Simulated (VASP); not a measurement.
# MgS (P1) in VASP: further runs

Runs on MgS. Level: PBE. Tasks: single point.

Program: VASP 6.6.1. These are calculated values, not measurements. Logs are shortened: lines on timing, memory, paths and dates and some standing lists are left out, and cuts for length are marked.

## Step 1: The cell of the first run

The typed cell holds 16 atoms: a = 8.066 Å, b = 8.066 Å, c = 8.066 Å, α = 60.00°, β = 60.00°, γ = 60.00°.

## Step 2: Single point, PBE

The input, INCAR:

```
ALGO     = Normal         # electronic algorithm
EDIFF    = 1E-6           # SCF threshold, eV
ENCUT    = 520            # plane-wave cutoff, eV
GGA      = PE             # functional
ISIF     = 2              # what is computed and relaxed
ISMEAR   = -1             # smearing method
LASPH    = T              # aspherical terms in the spheres
LCHARG   = F              # write CHGCAR
LREAL    = Auto         
LWAVE    = F              # write WAVECAR
NBANDS   = 46             # bands
NELM     = 100            # most SCF steps
PREC     = Accurate       # precision mode
SIGMA    = 0.0689         # smearing width, eV
```

The input, KPOINTS:

```
Automatic mesh
0
Gamma
  2 2 2
  0.5 0.5 0.5
```

The input, POSCAR:

```
MgS
1.0
    5.7037659560      0.0000000000      5.7037659560
    5.7037659560      5.7037659560      0.0000000000
    0.0000000000      5.7037659560      5.7037659560
Mg S
8 8
Direct
   -0.0110815381      0.0345837297      0.0036597750
    0.0359714970      0.4849378501     -0.0149716872
    0.5132498463     -0.0028398781     -0.0135882153
    0.4735019846      0.4953233568      0.0288483962
   -0.0110850446      0.0148772759      0.4998678982
   -0.0106013291      0.5094201835      0.5023779941
    0.4995590671     -0.0228848801      0.4685428926
    0.5319075192      0.5028695115      0.4690802569
    0.3755418817      0.3392258755      0.4206752203
    0.3568244237      0.8795516925      0.3524411793
    0.9040452466      0.3740894203      0.3552310027
    0.8666452197      0.8795172415      0.3738888511
    0.4073751479      0.3759359196      0.8480496110
    0.3551599094      0.8552847430      0.9050018952
    0.8419279537      0.4049612165      0.8913631869
    0.8762398455      0.8790862105      0.8959417408
```

Potentials or basis: VASP PAW PBE potentials, release 64 (Mg, S).

Started as:

```sh
cat potpaw_PBE.64/Mg/POTCAR potpaw_PBE.64/S/POTCAR > POTCAR
mpirun -np 1 vasp_std > vasp.out
```

OUTCAR:

```text
EDIFF = 1E-6
   ENCUT = 520
   GGA = PE
   ISIF = 2
   ISMEAR = -1
   LASPH = T
   LREAL = Auto
   NELM = 100
   PREC = Accurate

 ion  position               nearest neighbor table
   1  0.989  0.035  0.004-  15 2.44  14 2.45  12 2.45  16 2.48
   2  0.036  0.485  0.985-  11 2.44  13 2.45  15 2.47  16 2.61
   3  0.513  0.997  0.986-  16 2.40  10 2.42  13 2.50  14 2.53
   4  0.474  0.495  0.029-  14 2.37  15 2.44  13 2.46   9 2.59
   5  0.989  0.015  0.500-  11 2.38  10 2.44  12 2.53  16 2.61
   6  0.989  0.509  0.502-  11 2.44  12 2.44  15 2.57   9 2.57
[... 8 lines left out ...]
  15  0.842  0.405  0.891-   4 2.44   1 2.44   2 2.47   6 2.57
  16  0.876  0.879  0.896-   3 2.40   1 2.48   5 2.61   2 2.61

  LATTYP: Found a face centered cubic cell.
 ALAT       =    11.4075319120

  Lattice vectors:

 A1 = (   5.7037659560,   0.0000000000,   5.7037659560)
 A2 = (   5.7037659560,   5.7037659560,   0.0000000000)
 A3 = (   0.0000000000,   5.7037659560,   5.7037659560)

Analysis of symmetry for initial positions (statically):
=====================================================================
 Subroutine PRICEL returns:
 Original cell was already a primitive cell.

 Routine SETGRP: Setting up the symmetry group for a
 face centered cubic supercell.

 Subroutine GETGRP returns: Found  1 space group operations
 (whereof  1 operations were pure point group operations)
 out of a pool of 48 trial point group operations.

The static configuration has the point symmetry C_1 .

Analysis of symmetry for dynamics (positions and initial velocities):
=====================================================================
 Subroutine PRICEL returns:
 Original cell was already a primitive cell.

 Routine SETGRP: Setting up the symmetry group for a
 face centered cubic supercell.

 Subroutine GETGRP returns: Found  1 space group operations
 (whereof  1 operations were pure point group operations)
 out of a pool of 48 trial point group operations.

The dynamic configuration has the point symmetry C_1 .

 Subroutine INISYM returns: Found  1 space group operations
 (whereof  1 operations are pure point group operations),
 and found     1 'primitive' translations

----------------------------------------------------------------------------------------

                                     Primitive cell

  volume of cell :     371.1206

  direct lattice vectors                    reciprocal lattice vectors
     5.703765956  0.000000000  5.703765956     0.087661381 -0.087661381  0.087661381
     5.703765956  5.703765956  0.000000000     0.087661381  0.087661381 -0.087661381
     0.000000000  5.703765956  5.703765956    -0.087661381  0.087661381  0.087661381

  length of vectors
     8.066343172  8.066343172  8.066343172     0.151833966  0.151833966  0.151833966

  position of ions in fractional coordinates (direct lattice)
     0.988918462  0.034583730  0.003659775
     0.035971497  0.484937850  0.985028313
     0.513249846  0.997160122  0.986411785
     0.473501985  0.495323357  0.028848396
     0.988914955  0.014877276  0.499867898
     0.989398671  0.509420183  0.502377994
[... 8 lines left out ...]
     0.841927954  0.404961216  0.891363187
     0.876239846  0.879086210  0.895941741

  ion indices of the primitive-cell ions
   primitive index   ion index
                 1           1
                 2           2
                 3           3
                 4           4
                 5           5
                 6           6
[... 8 lines left out ...]
                15          15
                16          16

----------------------------------------------------------------------------------------

 KPOINTS: Automatic mesh

Automatic generation of k-mesh.
 Grid dimensions read from file:
 generate k-points for:    2    2    2

 Generating k-lattice:

  Cartesian coordinates                     Fractional coordinates (reciprocal lattice)
     0.043830690 -0.043830690  0.043830690     0.500000000  0.000000000  0.000000000
     0.043830690  0.043830690 -0.043830690     0.000000000  0.500000000  0.000000000
    -0.043830690  0.043830690  0.043830690     0.000000000  0.000000000  0.500000000

  Length of vectors
     0.075916983  0.075916983  0.075916983

  Shift w.r.t. Gamma in fractional coordinates (k-lattice)
     0.500000000  0.500000000  0.500000000

 Subroutine IBZKPT returns following result:
 ===========================================

 Found     16 irreducible k-points:

 Following reciprocal coordinates:
            Coordinates               Weight
  0.250000  0.250000  0.250000      2.000000
  0.250000  0.000000  0.000000      2.000000
  0.000000  0.000000 -0.250000      2.000000
  0.000000  0.250000  0.000000      2.000000
 -0.250000  0.250000  0.250000      2.000000
  0.250000 -0.250000  0.250000      2.000000
[... 8 lines left out ...]
  0.000000  0.250000  0.500000      2.000000
  0.500000  0.250000  0.000000      2.000000
   k-points           NKPTS =     16   k-points in BZ     NKDIM =     16   number of bands    NBANDS=     46
   number of dos      NEDOS =    301   number of ions     NIONS =     16
   total plane-waves  NPLWV = 216000
   dimension x,y,z NGX =    60 NGY =   60 NGZ =   60
   dimension x,y,z NGXF=   120 NGYF=  120 NGZF=  120
   ions per type =               8   8
   NGX,Y,Z   is equivalent  to a cutoff of  12.37, 12.37, 12.37 a.u.
   NGXF,Y,Z  is equivalent  to a cutoff of  24.73, 24.73, 24.73 a.u.
 SYSTEM =  unknown system
   PREC   = accura    normal or accurate (medium, high low for compatibility)
   ISTART =      0    job   : 0-new  1-cont  2-samecut
   ICHARG =      2    charge: 1-file 2-atom 10-const
   ISPIN  =      1    spin polarized calculation?
   LNONCOLLINEAR =      F non collinear calculations
   LSORBIT =      F    spin-orbit coupling
   LASPH  =      T    aspherical Exc in radial PAW
   ENCUT  =  520.0 eV  38.22 Ry    6.18 a.u.  15.00 15.00 15.00*2*pi/ulx,y,z
   NELM   =    100;   NELMIN=  2; NELMDL= -5     # of ELM steps
   EDIFF  = 0.1E-05   stopping-criterion for ELM
   LREAL  =      T    real-space projection
   EDIFFG = 0.1E-04   stopping-criterion for IOM
   NSW    =      0    number of steps for IOM
   IBRION =     -1    ionic relax: 0-MD 1-quasi-New 2-CG
   NFREE  =      0    steps in history (QN), initial steepest desc. (CG)
   ISIF   =      2    stress and relaxation
   ISYM   =      2    0-nonsym 1-usesym 2-fastsym
   POTIM  = 0.5000    time-step for ionic-motion
   TEBEG  =    0.0;   TEEND  =   0.0 temperature during run
   PSTRESS=    0.0 pullay stress
   NELECT =      64.0000    total number of electrons
   NUPDOWN=      -1.0000    fix difference up-down
   EMIN   =  10.00;   EMAX   =-10.00  energy-range for DOS
   EFERMI =   0.00;   METHOD = LEGACY
   ISMEAR =    -1;   SIGMA  =   0.07  broadening in eV -4-tet -1-fermi 0-gaus
   EFERMI_NEDOS =   21; number of points for ismear=-14 and -15
   IALGO  =     38    algorithm
   IMIX   =      4    mixing-type and parameters
     AMIX     =   0.40;   BMIX     =  1.00
     AMIX_MAG =   1.60;   BMIX_MAG =  1.00
  volume/ion in A,a.u.               =      23.20       156.53
  Fermi-wavevector in a.u.,A,eV,Ry     =   0.911234  1.721982 11.297556  0.830347
  Thomas-Fermi vector in A             =   2.035489
   LORBIT       =      0    0 simple, 1 ext, 2 COOP (PROOUT), +10 PAW based schemes
   GGA     = PE    functional components
   LHFCALC =     F    Hartree Fock is set to
   AEXX    =    0.0000 exact exchange contribution
   IVDW    =     0    specifies the selected vdW correction
   LEPSILON=     F    determine dielectric tensor
   LRPA    =     F    only Hartree local field effects (RPA)
 non-spin polarized calculation
  energy-cutoff  :      520.00
  volume of cell :      371.12
 maximum number of plane-waves:      9996
   NGX = 29   NGY = 29   NGZ = 29

 number of electron      63.9999999 magnetization

 Free energy of the ion-electron system (eV)
  ---------------------------------------------------
  ext. energy  EPLUGINS =         0.00000000
  ---------------------------------------------------
  free energy    TOTEN  =       -66.79079170 eV

  energy without entropy =      -66.79079170  energy(sigma->0) =      -66.79079170

 E-fermi :   2.8447     XC(G=0):  -8.3235

 val. band max:        1.2586032217   @ k =   0.2500   0.0000   0.0000
 cond. band min:       4.7255355744   @ k =   0.2500   0.2500   0.2500
 fundamental gap:      3.4669323526
 Fermi energy:         2.8447088350

 k-point     1 :       0.2500    0.2500    0.2500
  band No.  band energies     occupation
      1     -10.2939      2.00000
      2      -9.8805      2.00000
      3      -9.7845      2.00000
      4      -9.6522      2.00000
      5      -9.4779      2.00000
      6      -9.3793      2.00000
[... 36 lines left out ...]
     43       7.1660      0.00000
     44       7.5485      0.00000

 k-point     2 :       0.2500    0.0000    0.0000
  band No.  band energies     occupation
      1     -10.2858      2.00000
      2      -9.9328      2.00000
      3      -9.7273      2.00000
      4      -9.6539      2.00000
      5      -9.4808      2.00000
      6      -9.3862      2.00000
[... 36 lines left out ...]
     43       7.1666      0.00000
     44       7.5365      0.00000

 k-point     3 :       0.0000    0.0000   -0.2500
  band No.  band energies     occupation
      1     -10.2977      2.00000
      2      -9.8794      2.00000
      3      -9.7810      2.00000
      4      -9.6473      2.00000
      5      -9.4781      2.00000
      6      -9.3815      2.00000
[... 600 lines left out ...]
     43       7.5803      0.00000
     44       7.7137      0.00000

 k-point    16 :       0.5000    0.2500    0.0000
  band No.  band energies     occupation
      1     -10.1585      2.00000
      2      -9.9702      2.00000
      3      -9.7704      2.00000
      4      -9.6473      2.00000
      5      -9.5599      2.00000
      6      -9.3920      2.00000
[... 36 lines left out ...]
     43       7.4645      0.00000
     44       7.7450      0.00000
 [bands above 44 left out]

------------------------ aborting loop because EDIFF is reached ----------------------------------------

  FORCE on cell =-STRESS in cart. coord.  units (eV):
  Direction    XX          YY          ZZ          XY          YZ          ZX
  --------------------------------------------------------------------------------------
  -------------------------------------------------------------------------------------
  Total       -1.0142168     -1.0870106     -0.8086211      0.9739460     -1.0921566      1.0670579
  in kB       -4.3785094     -4.6927699     -3.4909252      4.2046552     -4.7149859      4.6066316
  external PRESSURE =      -4.1874015 kB  Pullay stress =       0.0000000 kB

 VOLUME and BASIS-vectors are now :
 -----------------------------------------------------------------------------
  energy-cutoff  :      520.00
  volume of cell :      371.12
      direct lattice vectors                 reciprocal lattice vectors
     5.703765956  0.000000000  5.703765956     0.087661381 -0.087661381  0.087661381
     5.703765956  5.703765956  0.000000000     0.087661381  0.087661381 -0.087661381
     0.000000000  5.703765956  5.703765956    -0.087661381  0.087661381  0.087661381

 POSITION                                       TOTAL-FORCE (eV/Angst)
 -----------------------------------------------------------------------------------
      5.83782      0.21813      5.66143        -0.198813     -0.434863      0.018191
      2.97115      8.38434      5.82354         0.330687      0.347446     -0.577187
      8.61502     11.31383      8.55372        -0.152647     -0.312698     -0.519966
      5.52595      2.98975      2.86529        -0.226420      0.150966      0.331513
      5.72540      2.93599      8.49167        -0.858818      0.008298      0.423415
      8.54891      5.77106      8.50874         0.120542      0.065736      0.656833
[... 8 lines left out ...]
      7.11196      7.39393      9.88629         0.474075     -0.591550      0.244562
     10.01197     10.12434     10.10811         0.257687     -0.808289     -0.244074
 -----------------------------------------------------------------------------------
    total drift:                                0.001207      0.001090     -0.002133

  FREE ENERGIE OF THE ION-ELECTRON SYSTEM (eV)
  ---------------------------------------------------
  free  energy   TOTEN  =       -66.7907916952 eV

  energy  without entropy=      -66.7907916951  energy(sigma->0) =      -66.79079170
```

Wall time 3.8 min (1 thread of Intel Xeon 6975P-C (Granite Rapids), shared host); peak memory 0.55 GiB.

What came out:

| Item | Value |
| --- | --- |
| Free energy | -66.7908 eV |
| Pressure | -0.4 GPa |
| Largest force | 1.348 eV/Å |
| Band gap on the k mesh | 3.47 eV |

Forces in eV/Å, atoms in the order of the input:
```
Mg  -0.199 -0.435  0.018
Mg   0.331  0.347 -0.577
Mg  -0.153 -0.313 -0.520
Mg  -0.226  0.151  0.332
Mg  -0.859  0.008  0.423
Mg   0.121  0.066  0.657
Mg   0.073  1.067  0.820
Mg  -0.434  0.117 -0.174
S    0.258 -0.097 -0.885
S   -0.243 -0.221  0.455
S    0.000  0.360 -0.206
S   -0.043  0.303  0.200
S   -0.324  0.091 -0.006
S    0.968 -0.045 -0.537
S    0.474 -0.592  0.245
S    0.258 -0.808 -0.244
```

Stress tensor (GPa, compression positive):
```
-0.44  0.42  0.46
 0.42 -0.47 -0.47
 0.46 -0.47 -0.35
```

Caveat: the atoms stand as in a frame of molecular dynamics; a shifted mesh leaves out Γ, where band edges can lie; forces of over 1 eV/Å act on the atoms, so gaps and moduli don't describe the material at rest. A k mesh can miss the band edges.

(Continued in part 2 of 2.)
